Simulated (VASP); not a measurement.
SrC4: single point with PBE

The system is SrC4.

```
CELL_PARAMETERS angstrom
4.86206 -2.49720 0.00000
4.86206 2.49720 0.00000
-2.50406 0.00000 4.48203
ATOMIC_POSITIONS crystal
Sr 0.99960 0.00040 0.50000
C 0.33716 0.92023 0.42961
C 0.90559 0.32176 0.81978
C 0.07977 0.66284 0.57039
C 0.67824 0.09441 0.18022
```

The cell was generated, and may not be a known phase.

```yaml
Program: VASP 6.6.1
Task: single point
Functional: PBE
Potentials_or_basis: VASP PAW PBE potentials, release 64 (Sr_sv, C_h)
Cutoff: 1300 eV
k_mesh: 4 × 4 × 4
Occupations: gaussian, width 0.1 eV
Spin: no spin polarisation
Dipole_correction: no
Further_INCAR_settings: ALGO = Normal; EDIFF = 1e-06; NBANDS = 21
```

```json
{
 "Pressure": "12.2 GPa",
 "Largest force": "3.537 eV/Å",
 "Band gap on the k mesh": "0.15 eV"
}
```

Forces in eV/Å, atoms in the order of the input:
```
Sr   0.000  0.140  0.000
C    2.849 -2.021 -0.558
C    0.636  1.951  2.761
C   -2.849 -2.021  0.558
C   -0.636  1.951 -2.761
```

Stress tensor (GPa, compression positive):
```
11.80  0.00 -0.40
 0.00 12.54  0.00
-0.40  0.00 12.26
```

Levels at points of the mesh, in eV from the valence-band top:
| k point | band 10 | band 11 | band 12 | band 13 | band 14 | band 15 | band 16 | band 17 |
| --- | --- | --- | --- | --- | --- | --- | --- | --- |
| (0.00, 0.00, 0.00) | -1.59 | -0.28 | -0.13 | 0.00 | 0.15 | 0.86 | 0.92 | 1.95 |
| (0.50, 0.00, 0.00) | -1.62 | -1.02 | -0.62 | -0.55 | 0.52 | 1.21 | 1.37 | 2.11 |
| (0.50, 0.50, 0.00) | -1.76 | -1.72 | -0.85 | -0.79 | 1.11 | 1.20 | 1.35 | 1.81 |
| (0.00, 0.00, 0.50) | -1.65 | -1.01 | -0.56 | -0.39 | 0.49 | 1.21 | 1.23 | 2.15 |
| (0.50, 0.00, 0.50) | -1.28 | -1.16 | -0.92 | -0.70 | 0.94 | 1.42 | 1.50 | 1.79 |
| (0.50, 0.50, 0.50) | -1.76 | -1.19 | -0.67 | -0.55 | 0.58 | 1.30 | 1.35 | 2.01 |

Wall time 7.5 min on 1 thread of Intel(R) Xeon(R) Platinum 8375C CPU @ 2.90GHz (Ice Lake), with other jobs on the host, peak memory 0.61 GiB.

Caveat: the cell stands under pressure; forces of over 1 eV/Å act on the atoms, so gaps and moduli don't describe the material at rest. A k mesh can miss the band edges.
